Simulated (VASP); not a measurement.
The system is BP.

```
CELL_PARAMETERS angstrom
0.00000 2.26832 2.26832
2.26832 0.00000 2.26832
2.26832 2.26832 0.00000
ATOMIC_POSITIONS crystal
B 0.00000 0.00000 0.00000
P 0.25000 0.25000 0.25000
```

Base run:

```yaml
Program: VASP 6.6.1
Functional: PBE0
Potentials_or_basis: VASP PAW PBE potentials, release 64 (B, P)
Cutoff: 520 eV
k_mesh: 6 × 6 × 6
Occupations: gaussian, width 0.01 eV
Spin: no spin polarisation
```

Its results: band gap on the k mesh 2.79 eV, indirect (least direct gap 5.05 eV); pressure -2.0 GPa.

The run is repeated on the same cell with these changes: functional from PBE0 to PBE. What comes out?

Band gap on the k mesh 1.33 eV, indirect (least direct gap 3.40 eV); pressure 1.2 GPa.

PBE0 gives the wider gap, since exact exchange removes part of the self-interaction.

Caveats: the PAW data sets were made with another functional, which shifts forces and pressure a little (some runs).

A k mesh can miss the band edges.
